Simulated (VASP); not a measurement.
# Sb (Pm-3m) in VASP: a series of runs

The runs below take Sb through single point, with PBE.

Everything below comes from runs of VASP 6.6.1. Logs are shortened: lines on timing, memory, paths and dates and some standing lists are left out, and cuts for length are marked.

### Step 1. The cell of the first run

The structure is cubic, space group Pm-3m (No. 221). The conventional cell has a = 2.762 Å, b = 2.762 Å, c = 2.762 Å, α = 90.00°, β = 90.00°, γ = 90.00°. Sb (site symmetry m-3m) has 6 Sb at 2.76 Å within 3.6 Å.

### Step 2. Single point, PBE (volume scaled by 0.7)

Input file INCAR:

```
SYSTEM = Sb
PREC = Accurate
ENCUT = 500
EDIFF = 1E-6
ISMEAR = -1
SIGMA = 0.05
LREAL = .False.
LASPH = .True.
NELM = 120
ALGO = Normal
ISIF = 2
LWAVE = .False.
LCHARG = .False.
GGA = PE
NBANDS = 8
GGA_COMPAT = .False.
```

Input file KPOINTS:

```
regular mesh
0
Gamma
  12 12 12
  0 0 0
```

Input file POSCAR:

```
Sb
1.0
    2.7623782465      0.0000000000      0.0000000000
    0.0000000000      2.7623782465      0.0000000000
    0.0000000000      0.0000000000      2.7623782465
Sb
1
Direct
    0.0000000000      0.0000000000      0.0000000000
```

Potentials or basis: VASP PAW PBE potentials, release 64 (Sb).

Started as:

```
cat potpaw_PBE.64/Sb/POTCAR > POTCAR
mpirun -np 1 vasp_std > vasp.out
```

OUTCAR:

```text
SYSTEM = Sb
   PREC = Accurate
   ENCUT = 500
   EDIFF = 1E-6
   ISMEAR = -1
   LREAL = .False.
   LASPH = .True.
   NELM = 120
   ISIF = 2
   GGA = PE

 ion  position               nearest neighbor table
   1  0.000  0.000  0.000-

  LATTYP: Found a simple cubic cell.
 ALAT       =     2.7623782465

  Lattice vectors:

 A1 = (   2.7623782465,   0.0000000000,   0.0000000000)
 A2 = (   0.0000000000,   2.7623782465,   0.0000000000)
 A3 = (   0.0000000000,   0.0000000000,   2.7623782465)

Analysis of symmetry for initial positions (statically):
=====================================================================
 Subroutine PRICEL returns:
 Original cell was already a primitive cell.

 Routine SETGRP: Setting up the symmetry group for a
 simple cubic supercell.

 Subroutine GETGRP returns: Found 48 space group operations
 (whereof 48 operations were pure point group operations)
 out of a pool of 48 trial point group operations.

The static configuration has the point symmetry O_h .

Analysis of symmetry for dynamics (positions and initial velocities):
=====================================================================
 Subroutine PRICEL returns:
 Original cell was already a primitive cell.

 Routine SETGRP: Setting up the symmetry group for a
 simple cubic supercell.

 Subroutine GETGRP returns: Found 48 space group operations
 (whereof 48 operations were pure point group operations)
 out of a pool of 48 trial point group operations.

The dynamic configuration has the point symmetry O_h .

 Subroutine INISYM returns: Found 48 space group operations
 (whereof 48 operations are pure point group operations),
 and found     1 'primitive' translations

----------------------------------------------------------------------------------------

                                     Primitive cell

  volume of cell :      21.0790

  direct lattice vectors                    reciprocal lattice vectors
     2.762378246  0.000000000  0.000000000     0.362006905  0.000000000  0.000000000
     0.000000000  2.762378246  0.000000000     0.000000000  0.362006905  0.000000000
     0.000000000  0.000000000  2.762378246     0.000000000  0.000000000  0.362006905

  length of vectors
     2.762378246  2.762378246  2.762378246     0.362006905  0.362006905  0.362006905

  position of ions in fractional coordinates (direct lattice)
     0.000000000  0.000000000  0.000000000

  ion indices of the primitive-cell ions
   primitive index   ion index
                 1           1

----------------------------------------------------------------------------------------

 KPOINTS: regular mesh

Automatic generation of k-mesh.
 Grid dimensions read from file:
 generate k-points for:   12   12   12

 Generating k-lattice:

  Cartesian coordinates                     Fractional coordinates (reciprocal lattice)
     0.030167242  0.000000000  0.000000000     0.083333333  0.000000000  0.000000000
     0.000000000  0.030167242  0.000000000     0.000000000  0.083333333  0.000000000
     0.000000000  0.000000000  0.030167242     0.000000000  0.000000000  0.083333333

  Length of vectors
     0.030167242  0.030167242  0.030167242

  Shift w.r.t. Gamma in fractional coordinates (k-lattice)
     0.000000000  0.000000000  0.000000000

 Subroutine IBZKPT returns following result:
 ===========================================

 Found     84 irreducible k-points:

 Following reciprocal coordinates:
            Coordinates               Weight
  0.000000  0.000000  0.000000      1.000000
  0.083333  0.000000  0.000000      6.000000
  0.166667  0.000000  0.000000      6.000000
  0.250000  0.000000  0.000000      6.000000
  0.333333  0.000000  0.000000      6.000000
  0.416667  0.000000  0.000000      6.000000
[... 16 lines left out ...]
  0.333333  0.333333  0.000000     12.000000
  0.416667  0.333333  0.000000     24.000000
 [... further k-points ...]
   k-points           NKPTS =     84   k-points in BZ     NKDIM =     84   number of bands    NBANDS=      8
   number of dos      NEDOS =    301   number of ions     NIONS =      1
   total plane-waves  NPLWV =   8000
   dimension x,y,z NGX =    20 NGY =   20 NGZ =   20
   dimension x,y,z NGXF=    40 NGYF=   40 NGZF=   40
   ions per type =               1
   NGX,Y,Z   is equivalent  to a cutoff of  12.04, 12.04, 12.04 a.u.
   NGXF,Y,Z  is equivalent  to a cutoff of  24.07, 24.07, 24.07 a.u.
 SYSTEM =  Sb
   PREC   = accura    normal or accurate (medium, high low for compatibility)
   ISTART =      0    job   : 0-new  1-cont  2-samecut
   ICHARG =      2    charge: 1-file 2-atom 10-const
   ISPIN  =      1    spin polarized calculation?
   LNONCOLLINEAR =      F non collinear calculations
   LSORBIT =      F    spin-orbit coupling
   LASPH  =      T    aspherical Exc in radial PAW
   ENCUT  =  500.0 eV  36.75 Ry    6.06 a.u.   5.04  5.04  5.04*2*pi/ulx,y,z
   NELM   =    120;   NELMIN=  2; NELMDL= -5     # of ELM steps
   EDIFF  = 0.1E-05   stopping-criterion for ELM
   LREAL  =      F    real-space projection
   EDIFFG = 0.1E-04   stopping-criterion for IOM
   NSW    =      0    number of steps for IOM
   IBRION =     -1    ionic relax: 0-MD 1-quasi-New 2-CG
   NFREE  =      0    steps in history (QN), initial steepest desc. (CG)
   ISIF   =      2    stress and relaxation
   ISYM   =      2    0-nonsym 1-usesym 2-fastsym
   POTIM  = 0.5000    time-step for ionic-motion
   TEBEG  =    0.0;   TEEND  =   0.0 temperature during run
   PSTRESS=    0.0 pullay stress
   NELECT =       5.0000    total number of electrons
   NUPDOWN=      -1.0000    fix difference up-down
   EMIN   =  10.00;   EMAX   =-10.00  energy-range for DOS
   EFERMI =   0.00;   METHOD = LEGACY
   ISMEAR =    -1;   SIGMA  =   0.05  broadening in eV -4-tet -1-fermi 0-gaus
   EFERMI_NEDOS =   21; number of points for ismear=-14 and -15
   IALGO  =     38    algorithm
   IMIX   =      4    mixing-type and parameters
     AMIX     =   0.40;   BMIX     =  1.00
     AMIX_MAG =   1.60;   BMIX_MAG =  1.00
  volume/ion in A,a.u.               =      21.08       142.25
  Fermi-wavevector in a.u.,A,eV,Ry     =   1.013402  1.915052 13.972956  1.026983
  Thomas-Fermi vector in A             =   2.146568
   LORBIT       =      0    0 simple, 1 ext, 2 COOP (PROOUT), +10 PAW based schemes
   GGA     = PE    functional components
   LHFCALC =     F    Hartree Fock is set to
   AEXX    =    0.0000 exact exchange contribution
   IVDW    =     0    specifies the selected vdW correction
   LEPSILON=     F    determine dielectric tensor
   LRPA    =     F    only Hartree local field effects (RPA)
 non-spin polarized calculation
  energy-cutoff  :      500.00
  volume of cell :       21.08
 maximum number of plane-waves:       554
   NGX = 11   NGY = 11   NGZ = 11

 number of electron       5.0000000 magnetization

 Free energy of the ion-electron system (eV)
  ---------------------------------------------------
  ext. energy  EPLUGINS =         0.00000000
  ---------------------------------------------------
  free energy    TOTEN  =        -3.18694757 eV

  energy without entropy =       -3.18369048  energy(sigma->0) =       -3.18531902

 E-fermi :  12.4432     XC(G=0): -11.1834

 val. band max:       12.4043436225   @ k =   0.4167   0.2500   0.0000
 cond. band min:      12.4686605312   @ k =   0.4167   0.4167   0.4167
 fundamental gap:      0.0643169087
 Fermi energy:        12.4431715477

 k-point     1 :       0.0000    0.0000    0.0000
  band No.  band energies     occupation
      1      -3.3491      2.00000
      2      16.4162      0.00000
      3      16.4162      0.00000
      4      16.4162      0.00000
      5      19.6632      0.00000
      6      19.6632      0.00000
      7      22.8530      0.00000
      8      31.7778      0.00000

 k-point     2 :       0.0833    0.0000    0.0000
  band No.  band energies     occupation
      1      -3.2086      2.00000
      2      14.6846      0.00000
      3      16.5709      0.00000
      4      16.5709      0.00000
      5      19.7499      0.00000
      6      20.7731      0.00000
      7      23.6536      0.00000
      8      30.8934      0.00000

 k-point     3 :       0.1667    0.0000    0.0000
  band No.  band energies     occupation
      1      -2.7878      2.00000
      2      11.9696      1.99985
      3      17.0224      0.00000
      4      17.0224      0.00000
      5      20.0110      0.00000
      6      21.6137      0.00000
      7      26.0316      0.00000
      8      29.4851      0.00000

 k-point     4 :       0.2500    0.0000    0.0000
  band No.  band energies     occupation
      1      -2.0922      2.00000
      2       9.3009      2.00000
      3      17.7289      0.00000
      4      17.7289      0.00000
      5      20.4491      0.00000
      6      22.1639      0.00000
      7      27.5794      0.00000
      8      27.9849      0.00000

 k-point     5 :       0.3333    0.0000    0.0000
  band No.  band energies     occupation
      1      -1.1454      2.00000
      2       6.8762      2.00000
      3      18.6022      0.00000
      4      18.6022      0.00000
      5      21.0652      0.00000
      6      22.7470      0.00000
      7      25.8654      0.00000
      8      26.5249      0.00000

 k-point     6 :       0.4167    0.0000    0.0000
  band No.  band energies     occupation
      1      -0.0549      2.00000
      2       4.8746      2.00000
      3      19.4479      0.00000
      4      19.4479      0.00000
      5      21.8382      0.00000
      6      23.3457      0.00000
      7      24.4294      0.00000
      8      25.3192      0.00000

 k-point     7 :       0.5000    0.0000    0.0000
  band No.  band energies     occupation
      1       0.6095      2.00000
      2       3.9025      2.00000
      3      19.8458      0.00000
      4      19.8458      0.00000
      5      22.4449      0.00000
      6      23.6012      0.00000
      7      23.6571      0.00000
      8      24.8000      0.00000

 k-point     8 :       0.0833    0.0833    0.0000
  band No.  band energies     occupation
      1      -3.0681      2.00000
      2      14.6333      0.00000
      3      15.0412      0.00000
      4      16.7260      0.00000
      5      20.3166      0.00000
      6      21.6659      0.00000
      7      24.1811      0.00000
      8      29.5674      0.00000

 k-point     9 :       0.1667    0.0833    0.0000
  band No.  band energies     occupation
      1      -2.6474      2.00000
      2      12.0950      1.99811
      3      15.2904      0.00000
      4      17.1785      0.00000
      5      20.6745      0.00000
      6      22.7359      0.00000
      7      26.1561      0.00000
      8      27.7948      0.00000

 k-point    10 :       0.2500    0.0833    0.0000
  band No.  band energies     occupation
      1      -1.9520      2.00000
      2       9.4336      2.00000
      3      15.9576      0.00000
      4      17.8869      0.00000
      5      21.1398      0.00000
      6      23.2547      0.00000
      7      25.8984      0.00000
      8      28.0632      0.00000
[... 78 lines left out ...]
 k-point    18 :       0.5000    0.1667    0.0000
  band No.  band energies     occupation
      1       1.1697      2.00000
      2       4.4395      2.00000
      3      15.5534      0.00000
      4      19.1633      0.00000
      5      20.5214      0.00000
      6      24.1059      0.00000
      7      24.1885      0.00000
      8      25.1403      0.00000

 k-point    19 :       0.2500    0.2500    0.0000
  band No.  band energies     occupation
      1      -0.8380      2.00000
      2       9.9756      2.00000
      3      11.1229      2.00000
      4      19.0728      0.00000
      5      21.0502      0.00000
      6      22.3221      0.00000
      7      27.5625      0.00000
      8      28.3683      0.00000

 k-point    20 :       0.3333    0.2500    0.0000
  band No.  band energies     occupation
      1       0.1081      2.00000
      2       8.0055      2.00000
      3      11.5369      2.00000
      4      19.2100      0.00000
      5      19.9763      0.00000
      6      22.8501      0.00000
      7      27.1983      0.00000
      8      27.3004      0.00000

 k-point    21 :       0.4167    0.2500    0.0000
  band No.  band energies     occupation
      1       1.2018      2.00000
      2       6.0422      2.00000
      3      12.4043      1.36988
      4      17.6421      0.00000
      5      20.8730      0.00000
      6      23.6753      0.00000
      7      25.9395      0.00000
      8      26.1065      0.00000

 k-point    22 :       0.5000    0.2500    0.0000
  band No.  band energies     occupation
      1       1.8746      2.00000
      2       5.0697      2.00000
      3      12.8714      0.00038
      4      16.9425      0.00000
      5      21.3121      0.00000
      6      24.6694      0.00000
      7      24.7608      0.00000
      8      25.5607      0.00000

 k-point    23 :       0.3333    0.3333    0.0000
  band No.  band energies     occupation
      1       1.0575      2.00000
      2       8.3262      2.00000
      3       9.6348      2.00000
      4      17.2362      0.00000
      5      20.9034      0.00000
      6      23.5022      0.00000
      7      27.3649      0.00000
      8      27.6735      0.00000

 k-point    24 :       0.4167    0.3333    0.0000
  band No.  band energies     occupation
      1       2.1651      2.00000
      2       6.8167      2.00000
      3       9.9857      2.00000
      4      15.6782      0.00000
      5      21.8364      0.00000
      6      24.3387      0.00000
      7      26.4856      0.00000
      8      26.6878      0.00000

 [... further k-points ...]
[... 5 lines left out ...]
  --------------------------------------------------------------------------------------
  -------------------------------------------------------------------------------------
  Total        5.8631890      5.8631890      5.8631890      0.0000000      0.0000000     -0.0000000
  in kB      445.6511587    445.6511587    445.6511587      0.0000000      0.0000000     -0.0000000
  external PRESSURE =     445.6511587 kB  Pullay stress =       0.0000000 kB

 VOLUME and BASIS-vectors are now :
 -----------------------------------------------------------------------------
  energy-cutoff  :      500.00
  volume of cell :       21.08
      direct lattice vectors                 reciprocal lattice vectors
     2.762378246  0.000000000  0.000000000     0.362006905  0.000000000  0.000000000
     0.000000000  2.762378246  0.000000000     0.000000000  0.362006905  0.000000000
     0.000000000  0.000000000  2.762378246     0.000000000  0.000000000  0.362006905

 POSITION                                       TOTAL-FORCE (eV/Angst)
 -----------------------------------------------------------------------------------
      0.00000      0.00000      0.00000         0.000000      0.000000      0.000000
 -----------------------------------------------------------------------------------
    total drift:                               -0.000000     -0.000000      0.000000

  FREE ENERGIE OF THE ION-ELECTRON SYSTEM (eV)
  ---------------------------------------------------
  free  energy   TOTEN  =        -3.1869475697 eV

  energy  without entropy=       -3.1836904801  energy(sigma->0) =       -3.18531902
```

It took 11 s on 1 thread of Intel Xeon 8259CL, shared host; peak memory 0.13 GiB.

Results:

```
Free energy : -3.1869 eV
Pressure    : 44.6 GPa
```

Caveat: spin-orbit coupling is left out, which moves the levels of the heavy elements.

### Step 3. Single point, PBE (volume scaled by 0.8)

Input file INCAR:

```
SYSTEM = Sb
PREC = Accurate
ENCUT = 500
EDIFF = 1E-6
ISMEAR = -1
SIGMA = 0.05
LREAL = .FALSE.
LASPH = .TRUE.
NELM = 120
ALGO = Normal
ISIF = 2
LWAVE = .FALSE.
LCHARG = .FALSE.
GGA = PE
NBANDS = 8
GGA_COMPAT = .FALSE.
```

Input file KPOINTS:

```
Automatic mesh
0
G
  12 12 12
  0 0 0
```

Input file POSCAR:

```
Sb
1.0
    2.8881104259      0.0000000000      0.0000000000
    0.0000000000      2.8881104259      0.0000000000
    0.0000000000      0.0000000000      2.8881104259
Sb
1
Direct
    0.0000000000      0.0000000000      0.0000000000
```

Potentials or basis: VASP PAW PBE potentials, release 64 (Sb).

Started as:

```
cat potpaw_PBE.64/Sb/POTCAR > POTCAR
mpirun -np 1 vasp_std > vasp.out
```

Run time: 13 s. Hardware: 1 thread of Intel Xeon 8259CL, shared host; peak memory 0.14 GiB.

It converged, with:

```yaml
Free_energy: -3.7755 eV
Pressure: 20.3 GPa
```

Levels at points of the mesh, in eV from the Fermi level:
| k point | band 1 | band 2 | band 3 | band 4 | band 5 | band 6 |
| --- | --- | --- | --- | --- | --- | --- |
| (0.00, 0.00, 0.00) | -14.35 | 3.71 | 3.71 | 3.71 | 7.07 | 7.07 |
| (0.50, 0.00, 0.00) | -11.05 | -7.31 | 6.52 | 6.52 | 9.57 | 11.01 |
| (0.50, 0.50, 0.00) | -7.43 | -4.69 | -4.69 | 1.22 | 9.62 | 13.71 |
| (0.50, 0.50, 0.50) | -3.14 | -2.17 | -2.17 | -2.17 | 4.40 | 4.40 |

Caveat: spin-orbit coupling is left out, which moves the levels of the heavy elements.

[end of part 1 of 2]
